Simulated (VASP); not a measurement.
Crystal: TeAs2S2.

```
As S Te
1.0
     1.88327    1.08730    9.26822
    -1.88327    1.08730    9.26822
     0.00000   -2.17461    9.26822
As S Te
2 2 1
Direct
  0.40414 0.40414 0.40414
  0.59586 0.59586 0.59586
  0.21622 0.21622 0.21622
  0.78378 0.78378 0.78378
  0.00000 0.00000 0.00000
```

Base run:

| Item | Value |
| --- | --- |
| Program | VASP 6.6.1 |
| Functional | r2SCAN |
| Potentials or basis | VASP PAW PBE potentials, release 64 (As, S, Te) |
| Cutoff | 520 eV |
| k mesh | 8 × 8 × 8 |
| Occupations | gaussian, width 0.01 eV |
| Spin | no spin polarisation |

Its results: band gap on the k mesh 0.73 eV; pressure 0.8 GPa; largest force 0.045 eV/Å.

Problem. The run is repeated on the same cell with these changes: functional from r2SCAN to PBE; further incar settings from ALGO = Normal; EDIFF = 1e-06; NBANDS = 22 to ALGO = Normal; EDIFF = 1e-07; NBANDS = 22. What comes out?

Solution. Band gap on the k mesh 0.64 eV; pressure 2.1 GPa; largest force 0.043 eV/Å.

Caveats: spin-orbit coupling is left out, which moves the levels of the heavy elements; the PAW data sets were made with another functional, which shifts forces and pressure a little (at least some runs).

A k mesh can miss the band edges.
